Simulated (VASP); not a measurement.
# HfB (Fm-3m) in VASP: vibrations by perturbation theory with PBE

Aim: the vibrations by perturbation theory of HfB with PBE.

Program: VASP 6.6.1. These are calculated values, not measurements. Logs are shortened: lines on timing, memory, paths and dates and some standing lists are left out, and cuts for length are marked.

## (1) The cell of the first run

The structure is cubic, space group Fm-3m (No. 225). The conventional cell has a = 4.834 Å, b = 4.834 Å, c = 4.834 Å, α = 90.00°, β = 90.00°, γ = 90.00°. Hf (site symmetry m-3m) has 6 B at 2.42 Å within 3.2 Å. Within 3.2 Å of B (site symmetry m-3m) lie 6 Hf at 2.42 Å.

## (2) Vibrations by perturbation theory, PBE

Input file INCAR:

```
SYSTEM = HfB
ALGO     = Normal         ! electronic algorithm
EDIFF    = 1E-8           ! SCF threshold, eV
ENCUT    = 520            ! plane-wave cutoff, eV
GGA      = PE             ! functional
IBRION   = 8              ! ionic algorithm
ISIF     = 2              ! what is computed and relaxed
ISMEAR   = 0              ! smearing method
LASPH    = .True.         ! aspherical terms in the spheres
LCHARG   = .False.        ! write CHGCAR
LREAL    = .False.        ! projectors in reciprocal space
LWAVE    = .False.        ! write WAVECAR
NBANDS   = 14             ! bands
NELM     = 100            ! most SCF steps
NSW      = 1              ! ionic steps
PREC     = Accurate       ! precision mode
SIGMA    = 0.15           ! smearing width, eV
```

Input file KPOINTS:

```
k-points
0
Gamma
  16 16 16
  0 0 0
```

Input file POSCAR:

```
HfB
1.0
    0.0000000000      2.4168788130      2.4168788130
    2.4168788130      0.0000000000      2.4168788130
    2.4168788130      2.4168788130      0.0000000000
Hf B
1 1
Direct
    0.5000000000      0.5000000000      0.5000000000
    0.0000000000      0.0000000000      0.0000000000
```

Potentials or basis: VASP PAW PBE potentials, release 64 (Hf_pv, B).

Run with:

```bash
> cat potpaw_PBE.64/Hf_pv/POTCAR potpaw_PBE.64/B/POTCAR > POTCAR
> mpirun -np 1 vasp_std > vasp.out
```

OUTCAR:

```text
SYSTEM = HfB
   EDIFF = 1E-8
   ENCUT = 520
   GGA = PE
   IBRION = 8
   ISIF = 2
   ISMEAR = 0
   LASPH = .True.
   LREAL = .False.
   NELM = 100
   NSW = 1
   PREC = Accurate

 ion  position               nearest neighbor table
   1  0.500  0.500  0.500-   2 2.42   2 2.42   2 2.42   2 2.42   2 2.42   2 2.42
   2  0.000  0.000  0.000-   1 2.42   1 2.42   1 2.42   1 2.42   1 2.42   1 2.42

  LATTYP: Found a face centered cubic cell.
 ALAT       =     4.8337576260

  Lattice vectors:

 A1 = (   0.0000000000,   2.4168788130,   2.4168788130)
 A2 = (   2.4168788130,   0.0000000000,   2.4168788130)
 A3 = (   2.4168788130,   2.4168788130,   0.0000000000)

Analysis of symmetry for initial positions (statically):
=====================================================================
 Subroutine PRICEL returns:
 Original cell was already a primitive cell.

 Routine SETGRP: Setting up the symmetry group for a
 face centered cubic supercell.

 Subroutine GETGRP returns: Found 48 space group operations
 (whereof 48 operations were pure point group operations)
 out of a pool of 48 trial point group operations.

The static configuration has the point symmetry O_h .

Analysis of symmetry for dynamics (positions and initial velocities):
=====================================================================
 Subroutine PRICEL returns:
 Original cell was already a primitive cell.

 Routine SETGRP: Setting up the symmetry group for a
 face centered cubic supercell.

 Subroutine GETGRP returns: Found 48 space group operations
 (whereof 48 operations were pure point group operations)
 out of a pool of 48 trial point group operations.

The dynamic configuration has the point symmetry O_h .

 Subroutine INISYM returns: Found 48 space group operations
 (whereof 48 operations are pure point group operations),
 and found     1 'primitive' translations

----------------------------------------------------------------------------------------

                                     Primitive cell

  volume of cell :      28.2354

  direct lattice vectors                    reciprocal lattice vectors
     0.000000000  2.416878813  2.416878813    -0.206878391  0.206878391  0.206878391
     2.416878813  0.000000000  2.416878813     0.206878391 -0.206878391  0.206878391
     2.416878813  2.416878813  0.000000000     0.206878391  0.206878391 -0.206878391

  length of vectors
     3.417982796  3.417982796  3.417982796     0.358323884  0.358323884  0.358323884

  position of ions in fractional coordinates (direct lattice)
     0.500000000  0.500000000  0.500000000
     0.000000000  0.000000000  0.000000000

  ion indices of the primitive-cell ions
   primitive index   ion index
                 1           1
                 2           2

----------------------------------------------------------------------------------------

 KPOINTS: k-points

Automatic generation of k-mesh.
 Grid dimensions read from file:
 generate k-points for:   16   16   16

 Generating k-lattice:

  Cartesian coordinates                     Fractional coordinates (reciprocal lattice)
    -0.012929899  0.012929899  0.012929899     0.062500000  0.000000000  0.000000000
     0.012929899 -0.012929899  0.012929899     0.000000000  0.062500000  0.000000000
     0.012929899  0.012929899 -0.012929899     0.000000000  0.000000000  0.062500000

  Length of vectors
     0.022395243  0.022395243  0.022395243

  Shift w.r.t. Gamma in fractional coordinates (k-lattice)
     0.000000000  0.000000000  0.000000000
[... 85 lines left out ...]
  volume of cell :       28.24
 maximum number of plane-waves:       778
 NGX is ok and might be reduce to    28
   NGX = 13   NGY = 13   NGZ = 13

--------------------------------------- Ionic step        1  -------------------------------------------

 number of electron      13.0000001 magnetization

 Free energy of the ion-electron system (eV)
  ---------------------------------------------------
  ext. energy  EPLUGINS =         0.00000000
  ---------------------------------------------------
  free energy    TOTEN  =       -17.46849893 eV

  energy without entropy =      -17.45724792  energy(sigma->0) =      -17.46287342

 E-fermi :   4.2971     XC(G=0): -11.6687

 val. band max:        4.2855355927   @ k =  -0.3750   0.3750   0.0625
 cond. band min:       4.3018043731   @ k =   0.3125   0.2500   0.0625
 fundamental gap:      0.0162687804
 Fermi energy:         4.2971046068

 k-point     1 :       0.0000    0.0000    0.0000
  band No.  band energies     occupation
      1     -24.7300      2.00000
      2     -24.7300      2.00000
      3     -24.7300      2.00000
      4      -4.8343      2.00000
      5       6.3375      0.00000
      6       6.3375      0.00000
      7       6.3375      0.00000
      8       7.8606      0.00000
      9       7.8606      0.00000
     10       7.8606      0.00000
     11       8.0020      0.00000
     12       8.0020      0.00000
     13      15.2946      0.00000
     14      15.4419      0.00000
[... 377 lines left out ...]
      1     -24.7715      2.00000
      2     -24.7422      2.00000
      3     -24.7317      2.00000
      4      -4.5814      2.00000
      5       5.6523      0.00000
      6       5.6930      0.00000
      7       6.0860      0.00000
      8       6.4826      0.00000
      9       7.4339      0.00000
     10       8.4133      0.00000
     11       9.2011      0.00000
     12      10.1810      0.00000
     13      15.6685      0.00000
     14      16.0785      0.00000

 [... further k-points ...]

------------------------ aborting loop because EDIFF is reached ----------------------------------------

  FORCE on cell =-STRESS in cart. coord.  units (eV):
  Direction    XX          YY          ZZ          XY          YZ          ZX
  --------------------------------------------------------------------------------------
  -------------------------------------------------------------------------------------
  Total        0.0232977      0.0232977      0.0232977      0.0000000      0.0000000      0.0000000
  in kB        1.3219924      1.3219924      1.3219924      0.0000000      0.0000000      0.0000000
  external PRESSURE =       1.3219924 kB  Pullay stress =       0.0000000 kB

 VOLUME and BASIS-vectors are now :
 -----------------------------------------------------------------------------
  energy-cutoff  :      520.00
  volume of cell :       28.24
      direct lattice vectors                 reciprocal lattice vectors
     0.000000000  2.416878813  2.416878813    -0.206878391  0.206878391  0.206878391
     2.416878813  0.000000000  2.416878813     0.206878391 -0.206878391  0.206878391
     2.416878813  2.416878813  0.000000000     0.206878391  0.206878391 -0.206878391

 POSITION                                       TOTAL-FORCE (eV/Angst)
 -----------------------------------------------------------------------------------
      2.41688      2.41688      2.41688         0.000000      0.000000      0.000000
      0.00000      0.00000      0.00000        -0.000000     -0.000000     -0.000000
 -----------------------------------------------------------------------------------
    total drift:                                0.000000      0.000000      0.000000

  FREE ENERGIE OF THE ION-ELECTRON SYSTEM (eV)
  ---------------------------------------------------
  free  energy   TOTEN  =       -17.4684989270 eV

  energy  without entropy=      -17.4572479228  energy(sigma->0) =      -17.46287342

[... ionic steps 2 to 3 ...]

--------------------------------------- Ionic step        4  -------------------------------------------

------------------------ aborting loop because EDIFF is reached ----------------------------------------

[... ionic steps 5 to 6 ...]

--------------------------------------- Ionic step        7  -------------------------------------------

 Free energy of the ion-electron system (eV)
  ---------------------------------------------------
  ---------------------------------------------------
  free energy    TOTEN  =        -0.04174379 eV

  energy without entropy =       -0.04174379

------------------------ aborting loop because EDIFF is reached ----------------------------------------

 INTERNAL STRAIN TENSOR  FOR ION    2  DIRECTION 1   (eV/Angst):
 -----------------------------------------------------------------------------
     0.00220  0.00000  0.00000
    -0.00000 -0.00408  0.00000
     0.00000  0.00000 -0.00408

 INTERNAL STRAIN TENSOR FOR ION    2 for displacements in x,y,z  (eV/Angst):
          X           Y           Z          XY          YZ          ZX
  --------------------------------------------------------------------------------
  x     0.00000     0.00000     0.00000     0.00000     0.00000     0.00000
  y     0.00000     0.00000     0.00000     0.00000     0.00000     0.00000
  z     0.00000     0.00000     0.00000     0.00000     0.00000     0.00000

 SECOND DERIVATIVES (NOT SYMMETRIZED)
 ------------------------------------
               1X          1Y          1Z          2X          2Y          2Z
  1X    -7.648904    0.000000    0.000000    7.648904    0.000000    0.000000
  1Y     0.000000   -7.648904    0.000000    0.000000    7.648904    0.000000
  1Z     0.000000    0.000000   -7.648904    0.000000    0.000000    7.648904
  2X     7.644736    0.000000    0.000000   -7.644736    0.000000    0.000000
  2Y     0.000000    7.644736    0.000000    0.000000   -7.644736    0.000000
  2Z     0.000000    0.000000    7.644736    0.000000    0.000000   -7.644736

 Eigenvectors and eigenvalues of the dynamical matrix
 ----------------------------------------------------

   1 f  =   13.538649 THz    85.065839 2PiTHz  451.600712 cm-1    55.991327 meV
             X         Y         Z           dx          dy          dz
      2.416879  2.416879  2.416879     0.000000    0.239039    0.000000
      0.000000  0.000000  0.000000     0.000000   -0.971010    0.000000
[... 21 lines left out ...]
   6 f/i=    0.000856 THz     0.005381 2PiTHz    0.028566 cm-1     0.003542 meV
             X         Y         Z           dx          dy          dz
      2.416879  2.416879  2.416879     0.000000    0.000000    0.971010
      0.000000  0.000000  0.000000     0.000000    0.000000    0.239039

--------------------------------------------------------------------------------------------------------

 ELASTIC MODULI CONTR FROM IONIC RELAXATION (kBar)
 Direction    XX          YY          ZZ          XY          YZ          ZX
 --------------------------------------------------------------------------------
 XX           0.0000      0.0000      0.0000      0.0000      0.0000      0.0000
 YY           0.0000      0.0000      0.0000      0.0000      0.0000      0.0000
 ZZ           0.0000      0.0000      0.0000      0.0000      0.0000      0.0000
 XY           0.0000      0.0000      0.0000      0.0000      0.0000      0.0000
 YZ           0.0000      0.0000      0.0000      0.0000      0.0000      0.0000
 ZX           0.0000      0.0000      0.0000      0.0000      0.0000      0.0000
 --------------------------------------------------------------------------------
```

It took 3.9 min on 1 thread of Intel Xeon 6975P-C (Granite Rapids), shared host; peak memory 0.42 GiB.

What came out:

| Item | Value |
| --- | --- |
| Highest phonon frequency at Γ | 452 cm⁻¹ |

Phonon frequencies in cm⁻¹ (negative: imaginary):
```
              q point        frequencies
(0.000, 0.000, 0.000)  0 0 0 452 452 452
```

Caveat: spin-orbit coupling is left out, which moves the levels of the heavy elements.
